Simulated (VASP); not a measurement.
# AgBr (Fm-3m) in VASP: single point with HSE06

Aim: the single point of AgBr with HSE06.

All numbers are computed with VASP 6.6.1; they aren't measurements. Logs are shortened: lines on timing, memory, paths and dates and some standing lists are left out, and cuts for length are marked.

## Step 1: The cell of the first run

It takes space group Fm-3m (No. 225, cubic). The conventional cell has a = 5.786 Å, b = 5.786 Å, c = 5.786 Å, α = 90.00°, β = 90.00°, γ = 90.00°. Within 3.8 Å of Ag (site symmetry m-3m) lie 6 Br at 2.89 Å. Within 3.8 Å of Br (site symmetry m-3m) lie 6 Ag at 2.89 Å.

## Step 2: Single point, HSE06

The input, POSCAR:

```
AgBr
1.0
    0.0000000000      2.8927622811      2.8927622811
    2.8927622811      0.0000000000      2.8927622811
    2.8927622811      2.8927622811      0.0000000000
Ag Br
1 1
Direct
    0.0000000000      0.0000000000      0.0000000000
    0.5000000000      0.5000000000      0.5000000000
```

The input, INCAR.step1:

```
PREC = Accurate
ENCUT = 400
EDIFF = 1E-5
ISMEAR = 0
SIGMA = 0.01
LREAL = False
LASPH = True
NELM = 120
ALGO = Normal
ISIF = 2
LWAVE = True
NBANDS = 16
GGA = PE
GGA_COMPAT = False
```

The input, INCAR.step2:

```
PREC = Accurate
ENCUT = 400
EDIFF = 1E-6
ISMEAR = 0
SIGMA = 0.01
LREAL = False
LASPH = True
NELM = 120
ALGO = Normal
ISIF = 2
LWAVE = False
LCHARG = True
GGA = PE
LHFCALC = True
HFSCREEN = 0.2079
PRECFOCK = Normal
LELF = True
LVHAR = True
NBANDS = 16
ISTART = 1
GGA_COMPAT = False
```

The input, KPOINTS:

```
regular mesh
0
Gamma
  4 4 4
```

Potentials or basis: VASP PAW PBE potentials, release 64 (Ag, Br).

The run is started by

```
> cat potpaw_PBE.64/Ag/POTCAR potpaw_PBE.64/Br/POTCAR > POTCAR
> cp INCAR.step1 INCAR
> mpirun -np 1 vasp_std > vasp.out
> cp INCAR.step2 INCAR
> mpirun -np 1 vasp_std > vasp.out
```

OUTCAR:

```text
PREC = Accurate
   ENCUT = 400
   EDIFF = 1E-6
   ISMEAR = 0
   LREAL = False
   LASPH = True
   NELM = 120
   ISIF = 2
   GGA = PE
   LHFCALC = True
   HFSCREEN = 0.2079
   PRECFOCK = Normal
   ISTART = 1

 ion  position               nearest neighbor table
   1  0.000  0.000  0.000-   2 2.89   2 2.89   2 2.89   2 2.89   2 2.89   2 2.89
   2  0.500  0.500  0.500-   1 2.89   1 2.89   1 2.89   1 2.89   1 2.89   1 2.89

  LATTYP: Found a face centered cubic cell.
 ALAT       =     5.7855245622

  Lattice vectors:

 A1 = (   0.0000000000,   2.8927622811,   2.8927622811)
 A2 = (   2.8927622811,   0.0000000000,   2.8927622811)
 A3 = (   2.8927622811,   2.8927622811,   0.0000000000)

Analysis of symmetry for initial positions (statically):
=====================================================================
 Subroutine PRICEL returns:
 Original cell was already a primitive cell.

 Routine SETGRP: Setting up the symmetry group for a
 face centered cubic supercell.

 Subroutine GETGRP returns: Found 48 space group operations
 (whereof 48 operations were pure point group operations)
 out of a pool of 48 trial point group operations.

The static configuration has the point symmetry O_h .

Analysis of symmetry for dynamics (positions and initial velocities):
=====================================================================
 Subroutine PRICEL returns:
 Original cell was already a primitive cell.

 Routine SETGRP: Setting up the symmetry group for a
 face centered cubic supercell.

 Subroutine GETGRP returns: Found 48 space group operations
 (whereof 48 operations were pure point group operations)
 out of a pool of 48 trial point group operations.

The dynamic configuration has the point symmetry O_h .

 Subroutine INISYM returns: Found 48 space group operations
 (whereof 48 operations are pure point group operations),
 and found     1 'primitive' translations

----------------------------------------------------------------------------------------

                                     Primitive cell

  volume of cell :      48.4137

  direct lattice vectors                    reciprocal lattice vectors
     0.000000000  2.892762281  2.892762281    -0.172845174  0.172845174  0.172845174
     2.892762281  0.000000000  2.892762281     0.172845174 -0.172845174  0.172845174
     2.892762281  2.892762281  0.000000000     0.172845174  0.172845174 -0.172845174

  length of vectors
     4.090983651  4.090983651  4.090983651     0.299376623  0.299376623  0.299376623

  position of ions in fractional coordinates (direct lattice)
     0.000000000  0.000000000  0.000000000
     0.500000000  0.500000000  0.500000000

  ion indices of the primitive-cell ions
   primitive index   ion index
                 1           1
                 2           2

----------------------------------------------------------------------------------------

 KPOINTS: regular mesh

Automatic generation of k-mesh.
 Grid dimensions read from file:
 generate k-points for:    4    4    4

 Generating k-lattice:

  Cartesian coordinates                     Fractional coordinates (reciprocal lattice)
    -0.043211294  0.043211294  0.043211294     0.250000000  0.000000000  0.000000000
     0.043211294 -0.043211294  0.043211294     0.000000000  0.250000000  0.000000000
     0.043211294  0.043211294 -0.043211294     0.000000000  0.000000000  0.250000000

  Length of vectors
     0.074844156  0.074844156  0.074844156

  Shift w.r.t. Gamma in fractional coordinates (k-lattice)
     0.000000000  0.000000000  0.000000000

 Subroutine IBZKPT returns following result:
 ===========================================

 Found      8 irreducible k-points:

 Following reciprocal coordinates:
            Coordinates               Weight
  0.000000  0.000000  0.000000      1.000000
  0.250000  0.000000  0.000000      8.000000
  0.500000  0.000000  0.000000      4.000000
  0.250000  0.250000  0.000000      6.000000
  0.500000  0.250000  0.000000     24.000000
 -0.250000  0.250000  0.000000     12.000000
  0.500000  0.500000  0.000000      3.000000
 -0.250000  0.500000  0.250000      6.000000
   k-points           NKPTS =      8   k-points in BZ     NKDIM =     64   number of bands    NBANDS=     16
   number of dos      NEDOS =    301   number of ions     NIONS =      2
   total plane-waves  NPLWV =  21952
   dimension x,y,z NGX =    28 NGY =   28 NGZ =   28
   dimension x,y,z NGXF=    56 NGYF=   56 NGZF=   56
   ions per type =               1   1
   NGX,Y,Z   is equivalent  to a cutoff of  11.38, 11.38, 11.38 a.u.
   NGXF,Y,Z  is equivalent  to a cutoff of  22.76, 22.76, 22.76 a.u.
 SYSTEM =  unknown system
   PREC   = accura    normal or accurate (medium, high low for compatibility)
   ISTART =      1    job   : 0-new  1-cont  2-samecut
   ICHARG =      0    charge: 1-file 2-atom 10-const
   ISPIN  =      1    spin polarized calculation?
   LNONCOLLINEAR =      F non collinear calculations
   LSORBIT =      F    spin-orbit coupling
   LASPH  =      T    aspherical Exc in radial PAW
   ENCUT  =  400.0 eV  29.40 Ry    5.42 a.u.   6.67  6.67  6.67*2*pi/ulx,y,z
   NELM   =    120;   NELMIN=  2; NELMDL=  0     # of ELM steps
   EDIFF  = 0.1E-05   stopping-criterion for ELM
   LREAL  =      F    real-space projection
   EDIFFG = 0.1E-04   stopping-criterion for IOM
   NSW    =      0    number of steps for IOM
   IBRION =     -1    ionic relax: 0-MD 1-quasi-New 2-CG
   NFREE  =      0    steps in history (QN), initial steepest desc. (CG)
   ISIF   =      2    stress and relaxation
   ISYM   =      3    0-nonsym 1-usesym 2-fastsym
   POTIM  = 0.5000    time-step for ionic-motion
   TEBEG  =    0.0;   TEEND  =   0.0 temperature during run
   PSTRESS=    0.0 pullay stress
   NELECT =      18.0000    total number of electrons
   NUPDOWN=      -1.0000    fix difference up-down
   EMIN   =  10.00;   EMAX   =-10.00  energy-range for DOS
   EFERMI =   0.00;   METHOD = LEGACY
   ISMEAR =     0;   SIGMA  =   0.01  broadening in eV -4-tet -1-fermi 0-gaus
   EFERMI_NEDOS =   21; number of points for ismear=-14 and -15
   IALGO  =     38    algorithm
   IMIX   =      1    mixing-type and parameters
     AMIX     =   0.40;   BMIX     =  1.00
     AMIX_MAG =   1.60;   BMIX_MAG =  1.00
  volume/ion in A,a.u.               =      24.21       163.36
  Fermi-wavevector in a.u.,A,eV,Ry     =   1.177180  2.224548 18.854315  1.385753
  Thomas-Fermi vector in A             =   2.313531
   LORBIT       =      0    0 simple, 1 ext, 2 COOP (PROOUT), +10 PAW based schemes
   GGA     = PE    functional components
   LHFCALC =     T    Hartree Fock is set to
   PRECFOCK=normal    Normal, Fast or Accurate (Low or Medium for compatibility)
   ENCUT4O =  -1.0   cutoff for four orbital integrals eV
   NKREDX  =     1    reduce k-point grid by
   NKREDY  =     1    reduce k-point grid by
   NKREDZ  =     1    reduce k-point grid by
   AEXX    =    0.2500 exact exchange contribution
   HFSCREEN=    0.2079 screening length (either q_TF or 0.3 A-1)
   HFSCREENC=   0.2079 screening length for correlation (either q_TF or 0.3 A-1)
   ENCUTFOCK=  -1.0 apply spherical cutoff to Coloumb kernel
   IVDW    =     0    specifies the selected vdW correction
   LEPSILON=     F    determine dielectric tensor
   LRPA    =     F    only Hartree local field effects (RPA)
 non-spin polarized calculation
 Gauss-broadening in eV      SIGMA  =   0.01
  energy-cutoff  :      400.00
  volume of cell :       48.41
 maximum number of plane-waves:       894
 NGX is ok and might be reduce to    28
  NGX = 24; NGY = 24; NGZ = 24

 number of electron      17.9999992 magnetization

 Free energy of the ion-electron system (eV)
  ---------------------------------------------------
  ext. energy  EPLUGINS =         0.00000000
  ---------------------------------------------------
  free energy    TOTEN  =        -6.08459526 eV

  energy without entropy =       -6.08459526  energy(sigma->0) =       -6.08459526

 E-fermi :   2.5324     XC(G=0):  -8.0438

 val. band max:        2.4224486997   @ k =   0.5000   0.0000   0.0000
 cond. band min:       4.4379064768   @ k =   0.0000   0.0000   0.0000
 fundamental gap:      2.0154577771
 Fermi energy:         2.5323627606

 k-point     1 :       0.0000    0.0000    0.0000
  band No.  band energies     occupation
      1     -13.5180      2.00000
      2      -0.8363      2.00000
      3      -0.8363      2.00000
      4      -0.8020      2.00000
      5      -0.8020      2.00000
      6      -0.8020      2.00000
[... 8 lines left out ...]
     15      15.9218      0.00000
     16      15.9218      0.00000

 k-point     2 :       0.2500    0.0000    0.0000
  band No.  band energies     occupation
      1     -13.2955      2.00000
      2      -1.7481      2.00000
      3      -1.6028      2.00000
      4      -1.6028      2.00000
      5      -0.6651      2.00000
      6      -0.6651      2.00000
[... 8 lines left out ...]
     15      15.2809      0.00000
     16      15.2809      0.00000

 k-point     3 :       0.5000    0.0000    0.0000
  band No.  band energies     occupation
      1     -13.0517      2.00000
      2      -2.8496      2.00000
      3      -2.0593      2.00000
      4      -2.0593      2.00000
      5      -0.5194      2.00000
      6      -0.5194      2.00000
[... 8 lines left out ...]
     15      17.2260      0.00000
     16      17.2260      0.00000

 k-point     4 :       0.2500    0.2500    0.0000
  band No.  band energies     occupation
      1     -13.2486      2.00000
      2      -2.1891      2.00000
      3      -0.9245      2.00000
      4      -0.8889      2.00000
      5      -0.8889      2.00000
      6      -0.7628      2.00000
[... 8 lines left out ...]
     15      17.6284      0.00000
     16      19.0000      0.00000

 k-point     5 :       0.5000    0.2500    0.0000
  band No.  band energies     occupation
      1     -13.0374      2.00000
      2      -2.2241      2.00000
      3      -1.7891      2.00000
      4      -1.6642      2.00000
      5      -0.6548      2.00000
      6      -0.4808      2.00000
[... 8 lines left out ...]
     15      17.8092      0.00000
     16      18.7273      0.00000

 k-point     6 :      -0.2500    0.2500    0.0000
  band No.  band energies     occupation
      1     -13.0873      2.00000
      2      -2.4324      2.00000
      3      -1.9850      2.00000
      4      -1.4516      2.00000
      5      -0.5932      2.00000
      6      -0.5363      2.00000
[... 8 lines left out ...]
     15      17.5514      0.00000
     16      18.4385      0.00000

 k-point     7 :       0.5000    0.5000    0.0000
  band No.  band energies     occupation
      1     -13.0212      2.00000
      2      -1.7615      2.00000
      3      -1.0461      2.00000
      4      -0.6882      2.00000
      5      -0.4197      2.00000
      6      -0.4197      2.00000
[... 8 lines left out ...]
     15      18.9314      0.00000
     16      18.9314      0.00000

 k-point     8 :      -0.2500    0.5000    0.2500
  band No.  band energies     occupation
      1     -12.9880      2.00000
      2      -1.9724      2.00000
      3      -1.5730      2.00000
      4      -1.5730      2.00000
      5      -0.4257      2.00000
      6      -0.4193      2.00000
[... 8 lines left out ...]
     15      16.8555      0.00000
     16      18.8962      0.00000

------------------------ aborting loop because EDIFF is reached ----------------------------------------

  FORCE on cell =-STRESS in cart. coord.  units (eV):
  Direction    XX          YY          ZZ          XY          YZ          ZX
  --------------------------------------------------------------------------------------
  -------------------------------------------------------------------------------------
  Total        0.2470331      0.2470331      0.2470331      0.0000000      0.0000000     -0.0000000
  in kB        8.1751830      8.1751830      8.1751830      0.0000000      0.0000000     -0.0000000
  external PRESSURE =       8.1751830 kB  Pullay stress =       0.0000000 kB

 VOLUME and BASIS-vectors are now :
 -----------------------------------------------------------------------------
  energy-cutoff  :      400.00
  volume of cell :       48.41
      direct lattice vectors                 reciprocal lattice vectors
     0.000000000  2.892762281  2.892762281    -0.172845174  0.172845174  0.172845174
     2.892762281  0.000000000  2.892762281     0.172845174 -0.172845174  0.172845174
     2.892762281  2.892762281  0.000000000     0.172845174  0.172845174 -0.172845174

 POSITION                                       TOTAL-FORCE (eV/Angst)
 -----------------------------------------------------------------------------------
      0.00000      0.00000      0.00000        -0.000000     -0.000000     -0.000000
      2.89276      2.89276      2.89276         0.000000      0.000000      0.000000
 -----------------------------------------------------------------------------------
    total drift:                                0.000002      0.000003      0.000003

  FREE ENERGIE OF THE ION-ELECTRON SYSTEM (eV)
  ---------------------------------------------------
  free  energy   TOTEN  =        -6.0845952629 eV

  energy  without entropy=       -6.0845952629  energy(sigma->0) =       -6.08459526
```

Run time: 11 min. Hardware: 1 thread of Intel Xeon Platinum 8375C at 2.90GHz (Ice Lake), shared host; peak memory 0.27 GiB.

Results:

| Item | Value |
| --- | --- |
| Free energy | -6.0846 eV |
| Pressure | 0.8 GPa |
| Band gap on the k mesh | 2.02 eV (least direct gap 3.77 eV) |

Caveat: the k points lie up to 0.47 Å⁻¹ apart; the PAW data sets were made with another functional, which shifts forces and pressure a little. A k mesh can miss the band edges.
